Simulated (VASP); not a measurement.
A run of VASP 6.6.1 is set up as follows.

Contents of INCAR:

```
  PREC = Accurate
  ENCUT = 520
  EDIFF = 1E-7
  ISMEAR = 0
  SIGMA = 0.15
  LREAL = F
  LASPH = T
  NELM = 80
  ALGO = Fast
  ISIF = 2
  LWAVE = F
  LCHARG = F
  GGA = CA
  NBANDS = 17
```

File KPOINTS:

```
regular mesh
0
Gamma
  20 20 12
```

Contents of POSCAR:

```
Ni
1.0
   -1.3590661858      1.3590661858      1.3590661858
    1.3590661858     -1.3590661858      1.3590661858
    2.7181323716      2.7181323716      0.0000000000
Ni
2
Direct
   -0.0049219893     -0.0365035135      0.0000000000
    0.5049219893      0.5365035135      0.5000000000
```

Potentials or basis: VASP PAW LDA potentials, release 64 (Ni).

Launch:

```console
$ cat potpaw_LDA.64/Ni/POTCAR > POTCAR
$ mpirun -np 1 vasp_std > vasp.out
```

Question: Predict the pressure.

Answer: 0.9 GPa.

Question: What does it give for the band gap on the k mesh?

Answer: Zero (bands 10 and 11 overlap by 0.91 eV).

Stress tensor (GPa, compression positive):
```
 1.47  0.45 -0.48
 0.45  1.47  0.48
-0.48  0.48 -0.32
```

Caveat: the cell differs from its parent crystal (atoms displaced along a vibrational mode); the run has no spin polarisation, though such a crystal can be magnetic. Spin polarisation is off, so any magnetic state and its effect on volume and gap are missing.
